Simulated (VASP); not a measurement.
C41O, 42 atoms in the cell. The cell holds a slab with vacuum, 42 atoms: a = 7.295 Å, b = 8.539 Å, c = 23.581 Å, α = 90.00°, β = 90.00°, γ = 112.97°. 

```yaml
Program: VASP 6.6.1
Task: single point
Functional: PBE
Dispersion: D3(BJ)
Potentials_or_basis: VASP PAW PBE potentials, release 64 (C, O)
Cutoff: 520 eV
k_mesh: 4 × 4 × 1
Occupations: gaussian, width 0.05 eV
Spin: no spin polarisation
Dipole_correction: yes
Further_INCAR_settings: LREAL = Auto; ALGO = Normal; EDIFF = 1e-06; NBANDS = 112
```

Potentials or basis: VASP PAW PBE potentials, release 64 (C, O).

Command:

```sh
$ cat potpaw_PBE.64/C/POTCAR potpaw_PBE.64/O/POTCAR > POTCAR
$ mpirun -np 1 vasp_std > vasp.out
```

Hardware: 1 × NVIDIA H100 80GB with 1 thread of AMD EPYC 7R13 Processor (Zen 3), with other jobs on the host.

Question: Estimate the wall time of this run.

Answer: Run time: 2.7 min on 1 × NVIDIA H100 80GB with 1 thread of AMD EPYC 7R13 Processor (Zen 3), with other jobs on the host, peak memory 2.4 GiB. Counts: scf iterations 26, k points 10.
